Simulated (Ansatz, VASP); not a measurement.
# Two plane-wave programs on BAs

Contents of INCAR:

```
SYSTEM = BAs
PREC = Accurate
ENCUT = 520
EDIFF = 1E-7
ISMEAR = 0
SIGMA = 0.05
LREAL = .False.
LASPH = .True.
NELM = 80
ALGO = Normal
ISIF = 2
LWAVE = .False.
LCHARG = .False.
GGA = PE
NBANDS = 11
```

The input KPOINTS:

```
regular mesh
0
Gamma
  10 10 10
  0 0 0
```

File POSCAR:

```
BAs
1.0
    0.0000000000      2.3082347151      2.4044111616
    2.3082347151      0.0000000000      2.4044111616
    2.3082347151      2.3082347151      0.0000000000
B As
1 1
Direct
    0.0000000000      0.0000000000      0.0000000000
    0.7500000000      0.7500000000      0.7500000000
```

Input for Ansatz:

```yaml
crystal:
  lattice:
    - [0.0, 2.3082347151, 2.4044111616]
    - [2.3082347151, 0.0, 2.4044111616]
    - [2.3082347151, 2.3082347151, 0.0]
  atoms:
    - { symbol: B, position: [0.0, 0.0, 0.0] }
    - { symbol: As, position: [0.75, 0.75, 0.75] }
basis:
  ecutwfc: 420
kpoints:
  mp_grid: { grid: [10, 10, 10] }
hamiltonian:
  xc: pbe
scf:
  occupations: { method: gaussian, width: 0.05 }
output:
  forces: true
  stress: true
  eigenvalues: true
```

Change from the starting cell: strain -0.040 along x and y, +0.000 along z, atoms carried along.

Alike in both runs: task single point; functional PBE; k mesh 10 × 10 × 10; occupations gaussian, width 0.05 eV; no spin polarisation.

|  | VASP | Ansatz |
| --- | --- | --- |
| version | VASP 6.6.1 | Ansatz 0.2.0 |
| potentials or method | VASP PAW PBE potentials, release 64 (B, As), cutoff 520 eV | scalar-relativistic, plane waves, PAW |
| valence electrons in the cell | 8 | 18 |

Ansatz gave:

| Quantity | Value |
| --- | --- |
| gap on the k mesh at the Fermi level (eV) | 0.80 |
| least direct gap on the mesh (eV) | 3.14 |
| pressure (GPa) | 12.7 |
| traceless stress, the component that is largest in VASP (GPa) | -6.32 |

Question: Estimate VASP's values.

Answer: gap on the k mesh at the Fermi level (eV): 0.79; least direct gap on the mesh (eV): 3.14; pressure (GPa): 13.6; traceless stress, the component that is largest in VASP (GPa): -6.28.

VASP's potentials hold 8 valence electrons a cell and Ansatz's 18, so a difference there can come from the potentials and not from the codes.
